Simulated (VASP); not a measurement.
Input of a VASP 6.6.1 run:

Contents of INCAR:

```
SYSTEM = Rh
ALGO = Normal
EDIFF = 1E-6
ENCUT = 520
GGA = PE
ISIF = 2
ISMEAR = 0
ISPIN = 2
LASPH = .True.
LCHARG = .True.
LELF = .True.
LMAXMIX = 4
LORBIT = 11
LREAL = .False.
LVHAR = .True.
LWAVE = .False.
MAGMOM = 0.5
NBANDS = 18
NELM = 150
NUPDOWN = 0.5
PREC = Accurate
SIGMA = 0.15
```

KPOINTS

```
k-points
0
Gamma
  22 22 22
  0 0 0
```

Contents of POSCAR:

```
Rh
1.0
    0.0000000000      1.7924581564      1.7924581564
    1.7924581564      0.0000000000      1.7924581564
    1.7924581564      1.7924581564      0.0000000000
Rh
1
Direct
    0.0000000000      0.0000000000      0.0000000000
```

Potentials or basis: VASP PAW PBE potentials, release 64 (Rh_pv).

Run with:

```console
$ cat potpaw_PBE.64/Rh_pv/POTCAR > POTCAR
$ mpirun -np 1 vasp_std > vasp.out
```

What does it give for the pressure?

87.8 GPa.

Caveat: the cell stands under pressure; the total moment is fixed, so each spin has its own Fermi level.
